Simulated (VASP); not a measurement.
A run of VASP 6.6.1:

Contents of INCAR:

```
SYSTEM = HfN
ALGO = Normal
EDIFF = 1E-7
ENCUT = 520
GGA = PE
ISIF = 2
ISMEAR = 0
LASPH = .True.
LCHARG = .False.
LREAL = .False.
LWAVE = .False.
NBANDS = 14
NELM = 80
PREC = Accurate
SIGMA = 0.05
```

The input KPOINTS:

```
k-points
0
Gamma
  12 12 12
  0 0 0
```

The input POSCAR:

```
HfN
1.0
    0.0000000000      2.2560000000      2.2560000000
    2.2560000000      0.0000000000      2.2560000000
    2.2560000000      2.2560000000      0.0000000000
Hf N
1 1
Direct
    0.0000000000      0.0000000000      0.0000000000
    0.4667553191      0.5332446809      0.5332446809
```

Potentials or basis: VASP PAW PBE potentials, release 64 (Hf_pv, N).

Command:

```console
$ cat potpaw_PBE.64/Hf_pv/POTCAR potpaw_PBE.64/N/POTCAR > POTCAR
$ mpirun -np 1 vasp_std > vasp.out
```

Hardware: 1 thread of Intel(R) Xeon(R) Platinum 8488C (Sapphire Rapids), on a shared host.

How long does it take, and how much memory?

Wall time 23 s on 1 thread of Intel(R) Xeon(R) Platinum 8488C (Sapphire Rapids), with other jobs on the host, peak memory 0.18 GiB. Counts: scf iterations 13, k points 163.
